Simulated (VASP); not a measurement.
Here is a VASP 6.6.1 calculation.

File INCAR:

```
SYSTEM = K
ALGO = Fast ; EDIFF = 1E-6
EDIFFG = -0.015 ; ENCUT = 600
GGA = PS ; IBRION = 2
ISIF = 3 ; ISMEAR = 0
LASPH = .TRUE. ; LCHARG = .FALSE.
LREAL = .FALSE. ; LWAVE = .FALSE.
NELM = 100 ; NSW = 80
PREC = Accurate ; SIGMA = 0.1
```

KPOINTS

```
k-points
0
G
  8 8 8
  0 0 0
```

File POSCAR:

```
K
1.0
    6.5792647332      0.0000000000      0.0000000000
    0.0000000000     -6.5792647332      0.0000000000
    0.0000000000      0.0000000000     -6.5792647332
K
4
Direct
    0.0000000000      0.5000000000      0.5000000000
    0.5000000000      0.0000000000      0.5000000000
    0.5000000000      0.5000000000      0.0000000000
    0.0000000000      0.0000000000      0.0000000000
```

Potentials or basis: VASP PAW PBE potentials, release 64 (K_sv).

Command:

```console
$ cat potpaw_PBE.64/K_sv/POTCAR > POTCAR
$ mpirun -np 1 vasp_std > vasp.out
```

Q: What does it give for the band gap on the k mesh?

A: Zero (bands 18 and 19 overlap by 1.25 eV).

Final structure:
```cif
data_structure
_symmetry_space_group_name_H-M 'P 1'
_symmetry_Int_Tables_number 1
_cell_length_a 6.5793
_cell_length_b 6.5793
_cell_length_c 6.5793
_cell_angle_alpha 90.000
_cell_angle_beta 90.000
_cell_angle_gamma 90.000
_cell_volume 284.79
loop_
_atom_site_label
_atom_site_type_symbol
_atom_site_fract_x
_atom_site_fract_y
_atom_site_fract_z
_atom_site_occupancy
K1 K 0.00000 0.50000 0.50000 1
K2 K 0.50000 0.00000 0.50000 1
K3 K 0.50000 0.50000 0.00000 1
K4 K 0.00000 0.00000 0.00000 1
```

Caveat: the relaxation stopped at its first step, so nothing moved.
